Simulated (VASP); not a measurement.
Input of a VASP 6.6.1 run:

INCAR

```
SYSTEM = Mn2Te3S
  PREC = Accurate
  ENCUT = 520
  EDIFF = 1E-6
  ISMEAR = 0
  SIGMA = 0.15
  LREAL = .False.
  LASPH = .True.
  NELM = 150
  ALGO = Normal
  ISIF = 2
  LWAVE = .False.
  LCHARG = .False.
  ISPIN = 2
  MAGMOM = 4 4 0 0 0 0
  LORBIT = 11
  LMAXMIX = 4
  GGA = PE
  NBANDS = 38
```

File KPOINTS:

```
Automatic mesh
0
Gamma
  3 3 2
  0 0 0
```

POSCAR

```
Mn2Te3S
1.0
    4.6660078981      0.0000000000      0.0000000000
    0.0000000000      4.6660078981      0.0000000000
    0.0000000000      0.0000000000      7.5642542211
Mn Te S
2 3 1
Direct
    0.5000000000      0.0000000000      0.5389297216
    0.0000000000      0.5000000000      0.5389297216
    0.5000000000      0.0000000000      0.1852167250
    0.0000000000      0.5000000000      0.1852167250
    0.5000000000      0.5000000000      0.7323220434
    0.0000000000      0.0000000000      0.5891031234
```

Potentials or basis: VASP PAW PBE potentials, release 64 (Mn_pv, Te, S).

Command:

```sh
$ cat potpaw_PBE.64/Mn_pv/POTCAR potpaw_PBE.64/Te/POTCAR potpaw_PBE.64/S/POTCAR > POTCAR
$ mpirun -np 1 vasp_std > vasp.out
```

Task: Predict the largest force.

Result: 0.029 eV/Å.

Task: Predict the site moments.

Result: Mn +3.70; Te -0.05, -0.03 (each value once); S +0.01 μB.

Forces on the atoms (eV/Å):
```
Mn   0.000  0.000  0.001
Mn   0.000  0.000  0.001
Te   0.000  0.000 -0.013
Te   0.000  0.000 -0.013
Te   0.000  0.000  0.029
S    0.000  0.000 -0.005
```

Caveat: the k points lie up to 0.45 Å⁻¹ apart; the run started ferromagnetic, and an antiferromagnetic order may lie lower in energy.
